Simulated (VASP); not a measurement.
Input of a VASP 6.6.1 run:

INCAR

```
SYSTEM = SnTe5
ALGO     = Normal         ! electronic algorithm
EDIFF    = 1E-6           ! SCF threshold, eV
EDIFFG   = -0.04          ! ionic threshold
ENCUT    = 600            ! plane-wave cutoff, eV
GGA      = PE             ! functional
IBRION   = 2              ! ionic algorithm
ISIF     = 3              ! what is computed and relaxed
ISMEAR   = 0              ! smearing method
LASPH    = .TRUE.         ! aspherical terms in the spheres
LCHARG   = .FALSE.        ! write CHGCAR
LREAL    = .FALSE.        ! projectors in reciprocal space
LWAVE    = .FALSE.        ! write WAVECAR
NELM     = 100            ! most SCF steps
NSW      = 90             ! ionic steps
PREC     = Accurate       ! precision mode
SIGMA    = 0.1            ! smearing width, eV
```

The input KPOINTS:

```
k-points
0
G
  6 6 1
  0 0 0
```

File POSCAR:

```
SnTe5
1.0
    3.6919635600      0.0000000000      0.0000000000
    0.0000000000      3.6919635600      0.0000000000
    0.0000000000      0.0000000000     15.6390387600
Sn Te
1 5
Direct
    0.5000000000      0.5000000000      0.0000000000
    0.5000000000      0.5000000000      0.3344822800
    0.5000000000      0.5000000000      0.6655177200
    0.0000000000      0.0000000000      0.1759868000
    0.0000000000      0.0000000000      0.8240132000
    0.0000000000      0.0000000000      0.5000000000
```

Potentials or basis: VASP PAW PBE potentials, release 64 (Sn_d, Te).

The run is started by

```console
$ cat potpaw_PBE.64/Sn_d/POTCAR potpaw_PBE.64/Te/POTCAR > POTCAR
$ mpirun -np 1 vasp_std > vasp.out
```

(1) Estimate the relaxed cell.

(2) What does it give for the relaxed volume?

(3) What does it give for the space group after relaxing (to 0.05 Å)?

Results:

(1) a = 3.774 Å, b = 3.774 Å, c = 12.124 Å, α = 90.00°, β = 90.00°, γ = 90.00°.

(2) 28.78 Å³/atom.

(3) P4/mmm (No. 123).

Caveat: the k points lie up to 0.52 Å⁻¹ apart in the final cell; the volume moved by over 15 % at a fixed basis, so the end points are rough.
